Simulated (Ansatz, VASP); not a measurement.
NaI in VASP and in Ansatz

File INCAR:

```
  ALGO = Normal
  EDIFF = 1E-6
  ENCUT = 520
  GGA = PE
  ISIF = 2
  ISMEAR = 0
  LASPH = True
  LCHARG = False
  LREAL = False
  LWAVE = False
  NBANDS = 14
  NELM = 80
  PREC = Accurate
  SIGMA = 0.05
```

Contents of KPOINTS:

```
k-points
0
Gamma
  6 6 6
```

The input POSCAR:

```
NaI
1.0
    0.0000000000      3.1878540000      3.1393080000
    3.1878540000      0.0000000000      3.1393080000
    3.1878540000      3.1878540000      0.0000000000
Na I
1 1
Direct
    0.0000000000      0.0000000000      0.0000000000
    0.5000000000      0.5000000000      0.5000000000
```

Input for Ansatz:

```yaml
crystal:
  lattice:
    - [0.0, 3.187854, 3.139308]
    - [3.187854, 0.0, 3.139308]
    - [3.187854, 3.187854, 0.0]
  atoms:
    - { symbol: Na, position: [0.0, 0.0, 0.0] }
    - { symbol: I, position: [0.5, 0.5, 0.5] }
basis:
  ecutwfc: 420
kpoints:
  mp_grid: { grid: [6, 6, 6] }
hamiltonian:
  xc: pbe
scf:
  occupations: { method: gaussian, width: 0.05 }
output:
  forces: true
  stress: true
  eigenvalues: true
```

Change from the starting cell: strain -0.015 along x and y, -0.030 along z, atoms carried along.

Alike in both runs: task single point; functional PBE; k mesh 6 × 6 × 6; occupations gaussian, width 0.05 eV; no spin polarisation.

```csv
,VASP,Ansatz
version,VASP 6.6.1,Ansatz 0.2.0
potentials or method,"VASP PAW PBE potentials, release 64 (Na_pv, I), cutoff 520 eV","scalar-relativistic, plane waves, PAW"
valence electrons in the cell,14,26
```

|  | VASP | Ansatz | Ansatz less VASP |
| --- | --- | --- | --- |
| gap on the k mesh at the Fermi level (eV) | 3.81 | 3.81 | +0.004 |
| least direct gap on the mesh (eV) | 3.81 | 3.81 | +0.004 |
| pressure (GPa) | 1.7 | 1.6 | -0.03 |
| traceless stress, the component that is largest in VASP (GPa) | 0.37 | 0.37 | -0.002 |

With one functional, cell and mesh, what is left measures potentials, basis and numerics. VASP's potentials hold 14 valence electrons a cell and Ansatz's 26, so a difference there can come from the potentials and not from the codes.

Neither program's run includes spin-orbit coupling.
